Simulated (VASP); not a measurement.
# TaN (Fm-3m) in VASP: notebook

The runs below take TaN through relaxation of cell and atoms, with PBEsol.

Everything below comes from runs of VASP 6.6.1. Logs are shortened: lines on timing, memory, paths and dates and some standing lists are left out, and cuts for length are marked.

## (1) The cell of the first run

Symmetry: Fm-3m, No. 225, cubic system. Conventional cell: a = 4.423 Å, b = 4.423 Å, c = 4.423 Å, α = 90.00°, β = 90.00°, γ = 90.00°. Within 2.9 Å of Ta (site symmetry m-3m) lie 6 N at 2.21 Å. Within 2.9 Å of N (site symmetry m-3m) lie 6 Ta at 2.21 Å.

## (2) Relaxation of cell and atoms, PBEsol

INCAR reads:

```
SYSTEM = TaN
PREC = Accurate
ENCUT = 600
EDIFF = 1E-6
ISMEAR = -1
SIGMA = 0.05
LREAL = .False.
LASPH = .True.
NELM = 100
ALGO = Normal
ISIF = 3
LWAVE = .False.
LCHARG = .False.
GGA = PS
IBRION = 2
NSW = 80
EDIFFG = -0.005
```

KPOINTS reads:

```
regular mesh
0
Gamma
  10 10 10
  0 0 0
```

POSCAR reads:

```
TaN
1.0
    0.0000000000      2.2113230000      2.2113230000
    2.2113230000      0.0000000000      2.2113230000
    2.2113230000      2.2113230000      0.0000000000
Ta N
1 1
Direct
    0.5000000000      0.5000000000      0.5000000000
    0.0000000000      0.0000000000      0.0000000000
```

Potentials or basis: VASP PAW PBE potentials, release 64 (Ta_pv, N).

The run is started by

```console
$ cat potpaw_PBE.64/Ta_pv/POTCAR potpaw_PBE.64/N/POTCAR > POTCAR
$ mpirun -np 1 vasp_std > vasp.out
```

OUTCAR:

```text
SYSTEM = TaN
   PREC = Accurate
   ENCUT = 600
   EDIFF = 1E-6
   ISMEAR = -1
   LREAL = .False.
   LASPH = .True.
   NELM = 100
   ISIF = 3
   GGA = PS
   IBRION = 2
   NSW = 80
   EDIFFG = -0.005

 ion  position               nearest neighbor table
   1  0.500  0.500  0.500-   2 2.21   2 2.21   2 2.21   2 2.21   2 2.21   2 2.21
   2  0.000  0.000  0.000-   1 2.21   1 2.21   1 2.21   1 2.21   1 2.21   1 2.21

  LATTYP: Found a face centered cubic cell.
 ALAT       =     4.4226460000

  Lattice vectors:

 A1 = (   0.0000000000,   2.2113230000,   2.2113230000)
 A2 = (   2.2113230000,   0.0000000000,   2.2113230000)
 A3 = (   2.2113230000,   2.2113230000,   0.0000000000)

Analysis of symmetry for initial positions (statically):
=====================================================================
 Subroutine PRICEL returns:
 Original cell was already a primitive cell.

 Routine SETGRP: Setting up the symmetry group for a
 face centered cubic supercell.

 Subroutine GETGRP returns: Found 48 space group operations
 (whereof 48 operations were pure point group operations)
 out of a pool of 48 trial point group operations.

The static configuration has the point symmetry O_h .

Analysis of symmetry for dynamics (positions and initial velocities):
=====================================================================
 Subroutine PRICEL returns:
 Original cell was already a primitive cell.

 Routine SETGRP: Setting up the symmetry group for a
 face centered cubic supercell.

 Subroutine GETGRP returns: Found 48 space group operations
 (whereof 48 operations were pure point group operations)
 out of a pool of 48 trial point group operations.

The dynamic configuration has the point symmetry O_h .

 Subroutine INISYM returns: Found 48 space group operations
 (whereof 48 operations are pure point group operations),
 and found     1 'primitive' translations

----------------------------------------------------------------------------------------

                                     Primitive cell

  volume of cell :      21.6265

  direct lattice vectors                    reciprocal lattice vectors
     0.000000000  2.211323000  2.211323000    -0.226108985  0.226108985  0.226108985
     2.211323000  0.000000000  2.211323000     0.226108985 -0.226108985  0.226108985
     2.211323000  2.211323000  0.000000000     0.226108985  0.226108985 -0.226108985

  length of vectors
     3.127282977  3.127282977  3.127282977     0.391632251  0.391632251  0.391632251

  position of ions in fractional coordinates (direct lattice)
     0.500000000  0.500000000  0.500000000
     0.000000000  0.000000000  0.000000000

  ion indices of the primitive-cell ions
   primitive index   ion index
                 1           1
                 2           2

----------------------------------------------------------------------------------------

 KPOINTS: regular mesh

Automatic generation of k-mesh.
 Grid dimensions read from file:
 generate k-points for:   10   10   10

 Generating k-lattice:

  Cartesian coordinates                     Fractional coordinates (reciprocal lattice)
    -0.022610899  0.022610899  0.022610899     0.100000000  0.000000000  0.000000000
     0.022610899 -0.022610899  0.022610899     0.000000000  0.100000000  0.000000000
     0.022610899  0.022610899 -0.022610899     0.000000000  0.000000000  0.100000000

  Length of vectors
     0.039163225  0.039163225  0.039163225

  Shift w.r.t. Gamma in fractional coordinates (k-lattice)
     0.000000000  0.000000000  0.000000000

 Subroutine IBZKPT returns following result:
 ===========================================

 Found     47 irreducible k-points:

 Following reciprocal coordinates:
            Coordinates               Weight
  0.000000  0.000000  0.000000      1.000000
  0.100000  0.000000  0.000000      8.000000
  0.200000  0.000000  0.000000      8.000000
  0.300000  0.000000  0.000000      8.000000
  0.400000  0.000000  0.000000      8.000000
  0.500000  0.000000  0.000000      4.000000
[... 16 lines left out ...]
  0.300000  0.300000  0.000000      6.000000
  0.400000  0.300000  0.000000     24.000000
 [... further k-points ...]
   k-points           NKPTS =     47   k-points in BZ     NKDIM =     47   number of bands    NBANDS=     12
   number of dos      NEDOS =    301   number of ions     NIONS =      2
   total plane-waves  NPLWV =  21952
   dimension x,y,z NGX =    28 NGY =   28 NGZ =   28
   dimension x,y,z NGXF=    56 NGYF=   56 NGZF=   56
   ions per type =               1   1
   NGX,Y,Z   is equivalent  to a cutoff of  14.88, 14.88, 14.88 a.u.
   NGXF,Y,Z  is equivalent  to a cutoff of  29.77, 29.77, 29.77 a.u.
 SYSTEM =  TaN
   PREC   = accura    normal or accurate (medium, high low for compatibility)
   ISTART =      0    job   : 0-new  1-cont  2-samecut
   ICHARG =      2    charge: 1-file 2-atom 10-const
   ISPIN  =      1    spin polarized calculation?
   LNONCOLLINEAR =      F non collinear calculations
   LSORBIT =      F    spin-orbit coupling
   LASPH  =      T    aspherical Exc in radial PAW
   ENCUT  =  600.0 eV  44.10 Ry    6.64 a.u.   6.25  6.25  6.25*2*pi/ulx,y,z
   NELM   =    100;   NELMIN=  2; NELMDL= -5     # of ELM steps
   EDIFF  = 0.1E-05   stopping-criterion for ELM
   LREAL  =      F    real-space projection
   EDIFFG = -.5E-02   stopping-criterion for IOM
   NSW    =     80    number of steps for IOM
   IBRION =      2    ionic relax: 0-MD 1-quasi-New 2-CG
   NFREE  =      1    steps in history (QN), initial steepest desc. (CG)
   ISIF   =      3    stress and relaxation
   ISYM   =      2    0-nonsym 1-usesym 2-fastsym
   POTIM  = 0.5000    time-step for ionic-motion
   TEBEG  =    0.0;   TEEND  =   0.0 temperature during run
   PSTRESS=    0.0 pullay stress
   NELECT =      16.0000    total number of electrons
   NUPDOWN=      -1.0000    fix difference up-down
   EMIN   =  10.00;   EMAX   =-10.00  energy-range for DOS
   EFERMI =   0.00;   METHOD = LEGACY
   ISMEAR =    -1;   SIGMA  =   0.05  broadening in eV -4-tet -1-fermi 0-gaus
   EFERMI_NEDOS =   21; number of points for ismear=-14 and -15
   IALGO  =     38    algorithm
   IMIX   =      4    mixing-type and parameters
     AMIX     =   0.40;   BMIX     =  1.00
     AMIX_MAG =   1.60;   BMIX_MAG =  1.00
  volume/ion in A,a.u.               =      10.81        72.97
  Fermi-wavevector in a.u.,A,eV,Ry     =   1.480651  2.798024 29.828417  2.192327
  Thomas-Fermi vector in A             =   2.594659
   LORBIT       =      0    0 simple, 1 ext, 2 COOP (PROOUT), +10 PAW based schemes
   GGA     = PS    functional components
   LHFCALC =     F    Hartree Fock is set to
   AEXX    =    0.0000 exact exchange contribution
   IVDW    =     0    specifies the selected vdW correction
   LEPSILON=     F    determine dielectric tensor
   LRPA    =     F    only Hartree local field effects (RPA)
 conjugate gradient relaxation of ions
 non-spin polarized calculation
  energy-cutoff  :      600.00
  volume of cell :       21.63
 maximum number of plane-waves:       740
 NGX is ok and might be reduce to    28
   NGX = 13   NGY = 13   NGZ = 13

--------------------------------------- Ionic step        1  -------------------------------------------

 number of electron      15.9999999 magnetization

 Free energy of the ion-electron system (eV)
  ---------------------------------------------------
  ext. energy  EPLUGINS =         0.00000000
  ---------------------------------------------------
  free energy    TOTEN  =       -23.21029464 eV

  energy without entropy =      -23.20411891  energy(sigma->0) =      -23.20720678

------------------------ aborting loop because EDIFF is reached ----------------------------------------

  FORCE on cell =-STRESS in cart. coord.  units (eV):
  Direction    XX          YY          ZZ          XY          YZ          ZX
  --------------------------------------------------------------------------------------
  -------------------------------------------------------------------------------------
  Total       -1.3498980     -1.3498980     -1.3498980     -0.0000000      0.0000000     -0.0000000
  in kB     -100.0057520   -100.0057520   -100.0057520     -0.0000000      0.0000000     -0.0000000
  external PRESSURE =    -100.0057520 kB  Pullay stress =       0.0000000 kB

 VOLUME and BASIS-vectors are now :
 -----------------------------------------------------------------------------
  energy-cutoff  :      600.00
  volume of cell :       21.63
      direct lattice vectors                 reciprocal lattice vectors
     0.000000000  2.211323000  2.211323000    -0.226108985  0.226108985  0.226108985
     2.211323000  0.000000000  2.211323000     0.226108985 -0.226108985  0.226108985
     2.211323000  2.211323000  0.000000000     0.226108985  0.226108985 -0.226108985

 POSITION                                       TOTAL-FORCE (eV/Angst)
 -----------------------------------------------------------------------------------
      2.21132      2.21132      2.21132         0.000000     -0.000000     -0.000000
      0.00000      0.00000      0.00000        -0.000000      0.000000      0.000000
 -----------------------------------------------------------------------------------
    total drift:                                0.000000      0.000000      0.000000

  FREE ENERGIE OF THE ION-ELECTRON SYSTEM (eV)
  ---------------------------------------------------
  free  energy   TOTEN  =       -23.2102946446 eV

  energy  without entropy=      -23.2041189143  energy(sigma->0) =      -23.20720678

--------------------------------------- Ionic step        2  -------------------------------------------

 number of electron      16.0000000 magnetization

 E-fermi :  10.3561     XC(G=0): -14.0488

 val. band max:       10.2521639574   @ k =  -0.2000   0.2000   0.0000
 cond. band min:      10.3703424350   @ k =   0.0000   0.0000   0.0000
 fundamental gap:      0.1181784777
 Fermi energy:        10.3561115554

 k-point     1 :       0.0000    0.0000    0.0000
  band No.  band energies     occupation
      1     -25.2236      2.00000
      2     -25.2236      2.00000
      3     -25.2236      2.00000
      4      -9.1527      2.00000
      5       6.3173      2.00000
      6       6.3173      2.00000
      7       6.3173      2.00000
      8       7.9542      2.00000
      9       7.9542      2.00000
     10       7.9542      2.00000
     11      10.3703      0.85864
     12      10.3703      0.85864

 k-point     2 :       0.1000    0.0000    0.0000
  band No.  band energies     occupation
      1     -25.3467      2.00000
      2     -25.2340      2.00000
      3     -25.2340      2.00000
      4      -8.8656      2.00000
      5       5.1265      2.00000
      6       5.4621      2.00000
      7       5.4621      2.00000
      8       8.3583      2.00000
      9       8.3583      2.00000
     10       8.4719      2.00000
     11      11.4180      0.00000
     12      11.4180      0.00000
[... 388 lines left out ...]
 POSITION                                       TOTAL-FORCE (eV/Angst)
 -----------------------------------------------------------------------------------
      2.18995      2.18995      2.18995         0.000000      0.000000     -0.000000
      0.00000      0.00000      0.00000         0.000000      0.000000      0.000000
 -----------------------------------------------------------------------------------
    total drift:                                0.000000      0.000000      0.000000

  FREE ENERGIE OF THE ION-ELECTRON SYSTEM (eV)
  ---------------------------------------------------
  free  energy   TOTEN  =       -23.2307398493 eV

  energy  without entropy=      -23.2248049850  energy(sigma->0) =      -23.22777242

--------------------------------------- Ionic step        4  -------------------------------------------

 number of electron      16.0000000 magnetization

 Free energy of the ion-electron system (eV)
  ---------------------------------------------------
  ext. energy  EPLUGINS =         0.00000000
  ---------------------------------------------------
  free energy    TOTEN  =       -23.23075258 eV

  energy without entropy =      -23.22482174  energy(sigma->0) =      -23.22778716

 E-fermi :   9.5477     XC(G=0): -13.6607

 val. band max:        9.5456151206   @ k =   0.0000   0.0000   0.0000
 cond. band min:       9.5871269281   @ k =  -0.3000   0.3000   0.1000
 fundamental gap:      0.0415118075
 Fermi energy:         9.5477365794

 k-point     1 :       0.0000    0.0000    0.0000
  band No.  band energies     occupation
      1     -26.1703      2.00000
      2     -26.1703      2.00000
      3     -26.1703      2.00000
      4      -9.3836      2.00000
      5       5.7030      2.00000
      6       5.7030      2.00000
      7       5.7030      2.00000
      8       7.3525      2.00000
      9       7.3525      2.00000
     10       7.3525      2.00000
     11       9.5456      1.02121
     12       9.5456      1.02121

 k-point     2 :       0.1000    0.0000    0.0000
  band No.  band energies     occupation
      1     -26.2635      2.00000
      2     -26.1787      2.00000
      3     -26.1787      2.00000
      4      -9.1343      2.00000
      5       4.5698      2.00000
      6       4.9261      2.00000
      7       4.9261      2.00000
      8       7.7211      2.00000
      9       7.7211      2.00000
     10       7.8070      2.00000
     11      10.4976      0.00000
     12      10.4976      0.00000
[... 352 lines left out ...]
 POSITION                                       TOTAL-FORCE (eV/Angst)
 -----------------------------------------------------------------------------------
      2.18948      2.18948      2.18948        -0.000000      0.000000      0.000000
      2.18948      2.18948      0.00000         0.000000     -0.000000     -0.000000
 -----------------------------------------------------------------------------------
    total drift:                                0.000000      0.000000      0.000000

  FREE ENERGIE OF THE ION-ELECTRON SYSTEM (eV)
  ---------------------------------------------------
  free  energy   TOTEN  =       -23.2307525817 eV

  energy  without entropy=      -23.2248217436  energy(sigma->0) =      -23.22778716

 reached required accuracy - stopping structural energy minimisation
```

Run time: 48 s. Hardware: 1 thread of Intel Xeon Platinum 8175M at 2.50GHz (Skylake/Cascade Lake), shared host; peak memory 0.17 GiB.

What came out:

```yaml
Free_energy: -23.2308 eV
Relaxed_volume: 10.50 Å³/atom
Relaxed_cell: a = 3.096 Å, b = 3.096 Å, c = 3.096 Å, α = 60.00°, β = 60.00°, γ = 60.00°
Space_group_after_relaxing_to_0.05_Å: Fm-3m (No. 225)
Energy_gained_by_relaxing: 10.2 meV/atom
Ionic_steps: 4
Pressure_after_relaxing: 0.0 GPa
```

The path:
```
step  energy change (eV)  largest force (eV/Å)  pressure (GPa)  volume (Å³)
   1              0.0000                0.0000          -10.00        21.63
   2              0.0993                0.0000           29.06        19.58
   3             -0.0204                0.0000           -0.25        21.01
   4             -0.0205                0.0000           -0.05        20.99
```

Final structure:
```xyz
2
Lattice="0.0000 2.1895 2.1895 2.1895 0.0000 2.1895 2.1895 2.1895 0.0000" Properties=species:S:1:pos:R:3 pbc="T T T"
Ta    2.1895    2.1895    2.1895
N     2.1895    2.1895    0.0000
```

Caveat: the bands computed are all filled at some k points, so no gap is given; the PAW data sets were made with another functional, which shifts forces and pressure a little; spin-orbit coupling is left out, which moves the levels of the heavy elements.

## (3) Relaxation of cell and atoms, PBEsol, target pressure 5 GPa, at which the enthalpy is minimised

INCAR reads:

```
SYSTEM = TaN
ALGO = Normal
EDIFF = 1E-6
EDIFFG = -0.005
ENCUT = 600
GGA = PS
IBRION = 2
ISIF = 3
ISMEAR = -1
LASPH = .True.
LCHARG = .False.
LREAL = .False.
LWAVE = .False.
NELM = 80
NSW = 80
PREC = Accurate
PSTRESS = 50.0
SIGMA = 0.05
```

KPOINTS reads:

```
k-points
0
Gamma
  10 10 10
  0 0 0
```

POSCAR is that of step 2.

Potentials or basis: VASP PAW PBE potentials, release 64 (Ta_pv, N).

The run is started by

```console
$ cat potpaw_PBE.64/Ta_pv/POTCAR potpaw_PBE.64/N/POTCAR > POTCAR
$ mpirun -np 1 vasp_std > vasp.out
```

Wall time 67 s (1 thread of Intel Xeon Platinum 8175M at 2.50GHz (Skylake/Cascade Lake), shared host); peak memory 0.18 GiB.

Results (log left out):

- Free energy: -23.2264 eV
- Relaxed volume: 10.35 Å³/atom
- Relaxed cell: a = 3.082 Å, b = 3.082 Å, c = 3.082 Å, α = 60.00°, β = 60.00°, γ = 60.00°
- Space group after relaxing (to 0.05 Å): Fm-3m (No. 225)
- Energy change on relaxing (the enthalpy is what falls): -8.1 meV/atom
- Ionic steps: 7
- Pressure after relaxing: 5.0 GPa
- Band gap on the k mesh: zero (band 8 reaches 11.66 eV, above the bottom of band 9 at 7.47 eV)

The path:
| step | energy change (eV) | largest force (eV/Å) | pressure (GPa) | volume (Å³) |
| --- | --- | --- | --- | --- |
| 1 | 0.0000 | 0.0000 | -10.00 | 21.63 |
| 2 | 0.3548 | 0.0000 | 56.38 | 18.61 |
| 3 | -0.0172 | 0.0000 | 4.35 | 20.74 |
| 4 | -0.0163 | 0.0000 | 4.88 | 20.71 |
| 5 | -0.0157 | 0.0000 | 5.22 | 20.69 |
| 6 | -0.0168 | 0.0000 | 4.59 | 20.73 |
| 7 | -0.0161 | 0.0000 | 4.97 | 20.71 |

Final structure:
```xyz
2
Lattice="0.0000 2.1796 2.1796 2.1796 0.0000 2.1796 2.1796 2.1796 0.0000" Properties=species:S:1:pos:R:3 pbc="T T T"
Ta    2.1796    2.1796    2.1796
N     0.0000    0.0000    0.0000
```

Levels at points of the mesh, in eV from the Fermi level:
```tsv
k point	band 4	band 5	band 6	band 7	band 8	band 9	band 10	band 11	band 12
(0.00, 0.00, 0.00)	-19.04	-3.88	-3.88	-3.88	-2.23	-2.23	-2.23	0.00	0.00
(0.50, 0.00, 0.00)	-15.80	-10.64	-7.80	-7.80	1.96	1.96	2.07	3.87	7.82
(0.50, 0.50, 0.00)	-17.76	-6.70	-5.71	-4.69	-4.69	2.15	3.68	3.68	4.82
```

Caveat: the cell is relaxed towards a set pressure, so the enthalpy falls and the energy may rise; the PAW data sets were made with another functional, which shifts forces and pressure a little; spin-orbit coupling is left out, which moves the levels of the heavy elements.
